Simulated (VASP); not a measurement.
A run of VASP 6.6.1 is set up as follows.

INCAR

```
SYSTEM = CdAu
  PREC = Accurate
  ENCUT = 520
  EDIFF = 1E-7
  ISMEAR = 0
  SIGMA = 0.15
  LREAL = .False.
  LASPH = .True.
  NELM = 60
  ALGO = Fast
  ISIF = 2
  LWAVE = .False.
  LCHARG = .False.
  GGA = PS
  NBANDS = 18
```

The input KPOINTS:

```
Automatic mesh
0
Gamma
  18 18 12
  0 0 0
```

POSCAR

```
CdAu
1.0
    3.1186799642      0.0000000000      0.0000000000
   -1.5593399821      2.7008560753      0.0000000000
    0.0000000000      0.0000000000      5.0344850662
Cd Au
1 1
Direct
    0.0000000000      0.0000000000      0.0000000000
    0.3333333333      0.6666666667      0.5000000000
```

Potentials or basis: VASP PAW PBE potentials, release 64 (Cd, Au).

Command:

```bash
$ cat potpaw_PBE.64/Cd/POTCAR potpaw_PBE.64/Au/POTCAR > POTCAR
$ mpirun -np 1 vasp_std > vasp.out
```

Task: Estimate the pressure.

Result: -11.4 GPa.

Stress tensor (GPa, compression positive):
```
-10.21   0.00   0.00
  0.00 -10.21   0.00
  0.00   0.00 -13.86
```

Caveat: the PAW data sets were made with another functional, which shifts forces and pressure a little.
